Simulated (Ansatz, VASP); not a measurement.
## One calculation of Al, two programs

File INCAR:

```
  ALGO = Normal
  EDIFF = 1E-6
  ENCUT = 520
  GGA = PE
  ISIF = 2
  ISMEAR = 0
  LASPH = True
  LCHARG = False
  LREAL = False
  LWAVE = False
  NBANDS = 8
  NELM = 60
  PREC = Accurate
  SIGMA = 0.15
```

The input KPOINTS:

```
k-points
0
Gamma
  20 20 20
```

The input POSCAR:

```
Al
1.0
    0.0000000000      2.0239800000      1.9025412000
    2.0239800000      0.0000000000      1.9025412000
    2.0239800000      2.0239800000      0.0000000000
Al
1
Direct
    0.0000000000      0.0000000000      0.0000000000
```

Input for Ansatz:

```yaml
crystal:
  lattice:
    - [0.0, 2.02398, 1.9025412]
    - [2.02398, 0.0, 1.9025412]
    - [2.02398, 2.02398, 0.0]
  atoms:
    - { symbol: Al, position: [0.0, 0.0, 0.0] }
basis:
  ecutwfc: 420
kpoints:
  mp_grid: { grid: [20, 20, 20] }
hamiltonian:
  xc: pbe
scf:
  occupations: { method: gaussian, width: 0.15 }
output:
  forces: true
  stress: true
  eigenvalues: true
  write_density: true
  write_potential: true
  elf: true
  volumetric_format: npy
```

Change from the starting cell: strain -0.0600 x Voigt [0, 0, 1, 0, 0, 0], atoms carried along.

Alike in both runs: task single point; functional PBE; k mesh 20 × 20 × 20; occupations gaussian, width 0.15 eV; no spin polarisation.

|  | VASP | Ansatz |
| --- | --- | --- |
| version | VASP 6.6.1 | Ansatz 0.2.0 |
| potentials or method | VASP PAW PBE potentials, release 64 (Al), cutoff 520 eV | scalar-relativistic, plane waves, PAW |
| valence electrons in the cell | 3 | 3 |

|  | VASP | Ansatz | Ansatz less VASP |
| --- | --- | --- | --- |
| gap on the k mesh at the Fermi level (eV) | none | none | - |
| pressure (GPa) | 5.3 | 5.3 | +0.04 |
| traceless stress, the component that is largest in VASP (GPa) | 2.82 | 2.82 | +0.003 |

A gap of «none» marks a metal or a gap that the smearing closes.
